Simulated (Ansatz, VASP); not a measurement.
# Pt in VASP and in Ansatz

```
Pt
1.0
     4.63132    0.00000    0.00000
    -2.31566    4.01084    0.00000
     0.00000    0.00000    2.75424
Pt
3
Cartesian
  2.3157 4.0108 0.0000
  0.0000 2.6739 1.3771
  2.3157 1.3369 1.3771
```

Alike in both runs: task single point; functional BLYP; k mesh 9 × 9 × 13; occupations fermi-dirac, width 0.1 eV; no spin polarisation.

|  | VASP | Ansatz |
| --- | --- | --- |
| version | VASP 6.6.1 | Ansatz 0.2.0 |
| potentials or method | VASP PAW PBE potentials, release 64 (Pt), cutoff 520 eV | plane waves (420 eV) with PAW, scalar-relativistic |
| valence electrons in the cell | 30 | 54 |

VASP gave:

```
pressure (GPa)                                                : 1.0
traceless stress, the component that is largest in VASP (GPa) : 0.43
```

Task: Estimate Ansatz's values.

Result: Pressure (GPa): 0.1; traceless stress, the component that is largest in VASP (GPa): 0.37.

VASP's potentials were made for PBE, not for BLYP. VASP's potentials hold 30 valence electrons a cell and Ansatz's 54, so a difference there can come from the potentials and not from the codes.

Spin-orbit coupling is off throughout.
